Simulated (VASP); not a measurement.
# Ag (P6_3/mmc) in VASP: notebook

Runs on Ag. Level: PBEsol. Tasks: single point.

All numbers are computed with VASP 6.6.1; they aren't measurements. Logs are shortened: lines on timing, memory, paths and dates and some standing lists are left out, and cuts for length are marked.

### Step 1. The cell of the first run

Symmetry: P6_3/mmc, No. 194, hexagonal system. The conventional cell has a = 2.798 Å, b = 2.798 Å, c = 4.537 Å, α = 90.00°, β = 90.00°, γ = 120.00°. Within 3.7 Å of Ag (site symmetry -6m2) lie 12 Ag at 2.78 to 2.80 Å.

### Step 2. Single point, PBEsol (volume scaled by 0.92)

INCAR reads:

```
ALGO = Normal
EDIFF = 1E-6
ENCUT = 520
GGA = PS
ISIF = 2
ISMEAR = -1
LASPH = True
LCHARG = False
LREAL = False
LWAVE = False
NBANDS = 18
NELM = 60
PREC = Accurate
SIGMA = 0.1
```

KPOINTS reads:

```
k-points
0
Gamma
  14 14 8
```

POSCAR reads:

```
Ag
1.0
    2.7978796733      0.0000000000      0.0000000000
   -1.3989398367      2.4230348738      0.0000000000
    0.0000000000      0.0000000000      4.5371616959
Ag
2
Direct
    0.3333333333      0.6666666667      0.2500000000
    0.6666666667      0.3333333333      0.7500000000
```

Potentials or basis: VASP PAW PBE potentials, release 64 (Ag).

The run is started by

```
> cat potpaw_PBE.64/Ag/POTCAR > POTCAR
> mpirun -np 1 vasp_std > vasp.out
```

OUTCAR:

```text
EDIFF = 1E-6
   ENCUT = 520
   GGA = PS
   ISIF = 2
   ISMEAR = -1
   LASPH = True
   LREAL = False
   NELM = 60
   PREC = Accurate

 ion  position               nearest neighbor table
   1  0.333  0.667  0.250-   2 2.78   2 2.78   2 2.78   2 2.78   2 2.78   2 2.78
   2  0.667  0.333  0.750-   1 2.78   1 2.78   1 2.78   1 2.78   1 2.78   1 2.78

  LATTYP: Found a hexagonal cell.
 ALAT       =     2.7978796733
 C/A-ratio  =     1.6216428959

  Lattice vectors:

 A1 = (   2.7978796733,   0.0000000000,   0.0000000000)
 A2 = (  -1.3989398367,   2.4230348738,   0.0000000000)
 A3 = (   0.0000000000,   0.0000000000,   4.5371616959)

Analysis of symmetry for initial positions (statically):
=====================================================================
 Subroutine PRICEL returns:
 Original cell was already a primitive cell.

 Routine SETGRP: Setting up the symmetry group for a
 hexagonal supercell.

 Subroutine GETGRP returns: Found 24 space group operations
 (whereof 12 operations were pure point group operations)
 out of a pool of 24 trial point group operations.

The static configuration has the point symmetry D_3d.
 The point group associated with its full space group is D_6h.

Analysis of symmetry for dynamics (positions and initial velocities):
=====================================================================
 Subroutine PRICEL returns:
 Original cell was already a primitive cell.

 Routine SETGRP: Setting up the symmetry group for a
 hexagonal supercell.

 Subroutine GETGRP returns: Found 24 space group operations
 (whereof 12 operations were pure point group operations)
 out of a pool of 24 trial point group operations.

The dynamic configuration has the point symmetry D_3d.
 The point group associated with its full space group is D_6h.

 Subroutine INISYM returns: Found 24 space group operations
 (whereof 12 operations are pure point group operations),
 and found     1 'primitive' translations

----------------------------------------------------------------------------------------

                                     Primitive cell

  volume of cell :      30.7591

  direct lattice vectors                    reciprocal lattice vectors
     2.797879673  0.000000000  0.000000000     0.357413512  0.206352787  0.000000000
    -1.398939837  2.423034874  0.000000000     0.000000000  0.412705575  0.000000000
     0.000000000  0.000000000  4.537161696     0.000000000  0.000000000  0.220402108

  length of vectors
     2.797879673  2.797879673  4.537161696     0.412705575  0.412705575  0.220402108

  position of ions in fractional coordinates (direct lattice)
     0.333333333  0.666666667  0.250000000
     0.666666667  0.333333333  0.750000000

  ion indices of the primitive-cell ions
   primitive index   ion index
                 1           1
                 2           2

----------------------------------------------------------------------------------------

 KPOINTS: k-points

Automatic generation of k-mesh.
 Grid dimensions read from file:
 generate k-points for:   14   14    8

 Generating k-lattice:

  Cartesian coordinates                     Fractional coordinates (reciprocal lattice)
     0.025529537  0.014739485  0.000000000     0.071428571  0.000000000  0.000000000
     0.000000000  0.029478970  0.000000000     0.000000000  0.071428571  0.000000000
     0.000000000  0.000000000  0.027550263     0.000000000  0.000000000  0.125000000

  Length of vectors
     0.029478970  0.029478970  0.027550263

  Shift w.r.t. Gamma in fractional coordinates (k-lattice)
     0.000000000  0.000000000  0.000000000

 Subroutine IBZKPT returns following result:
 ===========================================

 Found    120 irreducible k-points:

 Following reciprocal coordinates:
            Coordinates               Weight
  0.000000  0.000000  0.000000      1.000000
  0.071429  0.000000  0.000000      6.000000
  0.142857  0.000000  0.000000      6.000000
  0.214286  0.000000  0.000000      6.000000
  0.285714  0.000000  0.000000      6.000000
  0.357143  0.000000  0.000000      6.000000
[... 16 lines left out ...]
  0.285714  0.285714  0.000000      6.000000
  0.357143  0.285714  0.000000      6.000000
 [... further k-points ...]
   k-points           NKPTS =    120   k-points in BZ     NKDIM =    120   number of bands    NBANDS=     18
   number of dos      NEDOS =    301   number of ions     NIONS =      2
   total plane-waves  NPLWV =  20736
   dimension x,y,z NGX =    24 NGY =   24 NGZ =   36
   dimension x,y,z NGXF=    48 NGYF=   48 NGZF=   72
   ions per type =               2
   NGX,Y,Z   is equivalent  to a cutoff of  14.26, 14.26, 13.19 a.u.
   NGXF,Y,Z  is equivalent  to a cutoff of  28.52, 28.52, 26.38 a.u.
 SYSTEM =  unknown system
   PREC   = accura    normal or accurate (medium, high low for compatibility)
   ISTART =      0    job   : 0-new  1-cont  2-samecut
   ICHARG =      2    charge: 1-file 2-atom 10-const
   ISPIN  =      1    spin polarized calculation?
   LNONCOLLINEAR =      F non collinear calculations
   LSORBIT =      F    spin-orbit coupling
   LASPH  =      T    aspherical Exc in radial PAW
   ENCUT  =  520.0 eV  38.22 Ry    6.18 a.u.   5.20  5.20  8.44*2*pi/ulx,y,z
   NELM   =     60;   NELMIN=  2; NELMDL= -5     # of ELM steps
   EDIFF  = 0.1E-05   stopping-criterion for ELM
   LREAL  =      F    real-space projection
   EDIFFG = 0.1E-04   stopping-criterion for IOM
   NSW    =      0    number of steps for IOM
   IBRION =     -1    ionic relax: 0-MD 1-quasi-New 2-CG
   NFREE  =      0    steps in history (QN), initial steepest desc. (CG)
   ISIF   =      2    stress and relaxation
   ISYM   =      2    0-nonsym 1-usesym 2-fastsym
   POTIM  = 0.5000    time-step for ionic-motion
   TEBEG  =    0.0;   TEEND  =   0.0 temperature during run
   PSTRESS=    0.0 pullay stress
   NELECT =      22.0000    total number of electrons
   NUPDOWN=      -1.0000    fix difference up-down
   EMIN   =  10.00;   EMAX   =-10.00  energy-range for DOS
   EFERMI =   0.00;   METHOD = LEGACY
   ISMEAR =    -1;   SIGMA  =   0.10  broadening in eV -4-tet -1-fermi 0-gaus
   EFERMI_NEDOS =   21; number of points for ismear=-14 and -15
   IALGO  =     38    algorithm
   IMIX   =      4    mixing-type and parameters
     AMIX     =   0.40;   BMIX     =  1.00
     AMIX_MAG =   1.60;   BMIX_MAG =  1.00
  volume/ion in A,a.u.               =      15.38       103.79
  Fermi-wavevector in a.u.,A,eV,Ry     =   1.464057  2.766667 29.163595  2.143464
  Thomas-Fermi vector in A             =   2.580079
   LORBIT       =      0    0 simple, 1 ext, 2 COOP (PROOUT), +10 PAW based schemes
   GGA     = PS    functional components
   LHFCALC =     F    Hartree Fock is set to
   AEXX    =    0.0000 exact exchange contribution
   IVDW    =     0    specifies the selected vdW correction
   LEPSILON=     F    determine dielectric tensor
   LRPA    =     F    only Hartree local field effects (RPA)
 non-spin polarized calculation
  energy-cutoff  :      520.00
  volume of cell :       30.76
 maximum number of plane-waves:       848
 NGX is ok and might be reduce to    24
   NGX = 11   NGY = 11   NGZ = 17

 number of electron      22.0000000 magnetization

 Free energy of the ion-electron system (eV)
  ---------------------------------------------------
  ext. energy  EPLUGINS =         0.00000000
  ---------------------------------------------------
  free energy    TOTEN  =        -6.52202864 eV

  energy without entropy =       -6.50111718  energy(sigma->0) =       -6.51157291

 E-fermi :   9.6872     XC(G=0): -13.0375

 val. band max:        9.6784173905   @ k =   0.5000   0.0000   0.2500
 cond. band min:       9.7490688608   @ k =   0.5000   0.0000   0.1250
 fundamental gap:      0.0706514702
 Fermi energy:         9.6871685843

 k-point     1 :       0.0000    0.0000    0.0000
  band No.  band energies     occupation
      1       1.1231      2.00000
      2       2.6588      2.00000
      3       4.6015      2.00000
      4       4.6761      2.00000
      5       4.6761      2.00000
      6       4.9767      2.00000
[... 10 lines left out ...]
     17      29.1227      0.00000
     18      29.1227      0.00000

 k-point     2 :       0.0714    0.0000    0.0000
  band No.  band energies     occupation
      1       1.2763      2.00000
      2       2.7527      2.00000
      3       4.4649      2.00000
      4       4.7650      2.00000
      5       4.8022      2.00000
      6       4.9430      2.00000
[... 10 lines left out ...]
     17      28.0179      0.00000
     18      28.9903      0.00000

 k-point     3 :       0.1429    0.0000    0.0000
  band No.  band energies     occupation
      1       1.7123      2.00000
      2       2.9892      2.00000
      3       4.2802      2.00000
      4       4.8171      2.00000
      5       4.9551      2.00000
      6       5.0212      2.00000
[... 10 lines left out ...]
     17      28.2317      0.00000
     18      28.6820      0.00000

 k-point     4 :       0.2143    0.0000    0.0000
  band No.  band energies     occupation
      1       2.3322      2.00000
      2       3.1930      2.00000
      3       4.2089      2.00000
      4       4.4164      2.00000
      5       4.7450      2.00000
      6       4.9874      2.00000
[... 10 lines left out ...]
     17      26.7394      0.00000
     18      28.2027      0.00000

 k-point     5 :       0.2857    0.0000    0.0000
  band No.  band energies     occupation
      1       2.8637      2.00000
      2       3.1644      2.00000
      3       3.8836      2.00000
      4       4.4793      2.00000
      5       4.8057      2.00000
      6       4.8083      2.00000
[... 10 lines left out ...]
     17      25.8584      0.00000
     18      27.5207      0.00000

 k-point     6 :       0.3571    0.0000    0.0000
  band No.  band energies     occupation
      1       2.9123      2.00000
      2       3.1542      2.00000
      3       3.4718      2.00000
      4       4.6602      2.00000
      5       4.9801      2.00000
      6       5.0210      2.00000
[... 10 lines left out ...]
     17      23.4675      0.00000
     18      26.7115      0.00000

 k-point     7 :       0.4286    0.0000    0.0000
  band No.  band energies     occupation
      1       2.7831      2.00000
      2       3.1511      2.00000
      3       3.2164      2.00000
      4       4.5633      2.00000
      5       4.9865      2.00000
      6       5.1422      2.00000
[... 10 lines left out ...]
     17      21.6924      0.00000
     18      26.1544      0.00000

 k-point     8 :       0.5000    0.0000    0.0000
  band No.  band energies     occupation
      1       2.7315      2.00000
      2       3.1301      2.00000
      3       3.1374      2.00000
      4       4.5297      2.00000
      5       4.9531      2.00000
      6       5.2024      2.00000
[... 10 lines left out ...]
     17      20.9193      0.00000
     18      25.9613      0.00000
[... 229 lines left out ...]
     17      21.1024      0.00000
     18      24.8627      0.00000

 k-point    20 :       0.2143    0.2143    0.0000
  band No.  band energies     occupation
      1       3.4932      2.00000
      2       3.5107      2.00000
      3       3.6337      2.00000
      4       4.0556      2.00000
      5       4.4587      2.00000
      6       5.0168      2.00000
[... 10 lines left out ...]
     17      24.9538      0.00000
     18      25.1908      0.00000

 k-point    21 :       0.2857    0.2143    0.0000
  band No.  band energies     occupation
      1       3.2990      2.00000
      2       3.4658      2.00000
      3       3.6468      2.00000
      4       4.4181      2.00000
      5       4.4252      2.00000
      6       4.9534      2.00000
[... 10 lines left out ...]
     17      22.9564      0.00000
     18      24.0501      0.00000

 k-point    22 :       0.3571    0.2143    0.0000
  band No.  band energies     occupation
      1       3.1874      2.00000
      2       3.3947      2.00000
      3       3.6527      2.00000
      4       4.4544      2.00000
      5       4.6548      2.00000
      6       4.8068      2.00000
[... 10 lines left out ...]
     17      21.5409      0.00000
     18      23.7720      0.00000

 k-point    23 :       0.2857    0.2857    0.0000
  band No.  band energies     occupation
      1       3.2043      2.00000
      2       3.6534      2.00000
      3       3.7557      2.00000
      4       4.3639      2.00000
      5       4.4460      2.00000
      6       4.7761      2.00000
[... 10 lines left out ...]
     17      22.3619      0.00000
     18      22.4895      0.00000

 k-point    24 :       0.3571    0.2857    0.0000
  band No.  band energies     occupation
      1       3.1721      2.00000
      2       3.7171      2.00000
      3       3.7961      2.00000
      4       4.3424      2.00000
      5       4.5072      2.00000
      6       4.6584      2.00000
[... 10 lines left out ...]
     17      21.1254      0.00000
     18      22.2601      0.00000

 [... further k-points ...]

------------------------ aborting loop because EDIFF is reached ----------------------------------------

  FORCE on cell =-STRESS in cart. coord.  units (eV):
  Direction    XX          YY          ZZ          XY          YZ          ZX
  --------------------------------------------------------------------------------------
  -------------------------------------------------------------------------------------
  Total        2.1980753      2.1980753      2.4797130     -0.0000000      0.0000000      0.0000000
  in kB      114.4933293    114.4933293    129.1632736     -0.0000000      0.0000000      0.0000000
  external PRESSURE =     119.3833107 kB  Pullay stress =       0.0000000 kB

 VOLUME and BASIS-vectors are now :
 -----------------------------------------------------------------------------
  energy-cutoff  :      520.00
  volume of cell :       30.76
      direct lattice vectors                 reciprocal lattice vectors
     2.797879673  0.000000000  0.000000000     0.357413512  0.206352787  0.000000000
    -1.398939837  2.423034874  0.000000000     0.000000000  0.412705575  0.000000000
     0.000000000  0.000000000  4.537161696     0.000000000  0.000000000  0.220402108

 POSITION                                       TOTAL-FORCE (eV/Angst)
 -----------------------------------------------------------------------------------
     -0.00000      1.61536      1.13429        -0.000000     -0.000000      0.000000
      1.39894      0.80768      3.40287         0.000000      0.000000      0.000000
 -----------------------------------------------------------------------------------
    total drift:                                0.000000     -0.000000      0.000000

  FREE ENERGIE OF THE ION-ELECTRON SYSTEM (eV)
  ---------------------------------------------------
  free  energy   TOTEN  =        -6.5220286358 eV

  energy  without entropy=       -6.5011171848  energy(sigma->0) =       -6.51157291
```

It took 41 s on 1 thread of Intel Xeon 6975P-C, shared host; peak memory 0.19 GiB.

What came out:

```yaml
Free_energy: -6.5220 eV
Pressure: 11.9 GPa
Band_gap_on_the_k_mesh: zero (band 11 reaches 13.64 eV, above the bottom of band 12 at 6.24 eV)
```

Stress tensor (GPa, compression positive):
```
11.45  0.00  0.00
 0.00 11.45  0.00
 0.00  0.00 12.92
```

Caveat: the PAW data sets were made with another functional, which shifts forces and pressure a little.

(Continued in part 2 of 2.)
